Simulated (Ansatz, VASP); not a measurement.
Zn in VASP and in Ansatz

```
CELL_PARAMETERS angstrom
1.41192 0.81517 6.12262
-1.41192 0.81517 6.12262
0.00000 -1.63035 6.12262
ATOMIC_POSITIONS crystal
Zn 0.00000 0.00000 0.00000
Zn 0.22215 0.22215 0.22215
Zn 0.77785 0.77785 0.77785
```

Alike in both runs: task relaxation of cell and atoms; functional PBEsol; k mesh 9 × 9 × 9; occupations gaussian, width 0.1 eV; no spin polarisation.

```csv
,VASP,Ansatz
version,VASP 6.6.1,Ansatz 0.2.0
potentials or method,"VASP PAW PBE potentials, release 64 (Zn), cutoff 600 eV","scalar-relativistic, plane waves, PAW"
valence electrons in the cell,36,36
```

Ansatz gave:

- gap on the k mesh at the Fermi level, each at its own relaxed structure (eV): none
- relaxed volume (Å³/atom): 14.02
- relaxed cell length with the largest relative difference (Å): 6.470

Q: Estimate VASP's values.

A: gap on the k mesh at the Fermi level, each at its own relaxed structure (eV): none; relaxed volume (Å³/atom): 14.08; relaxed cell length with the largest relative difference (Å): 6.494.

VASP's potentials were made for PBE, not for PBEsol. A gap of «none» marks a metal or a gap that the smearing closes.
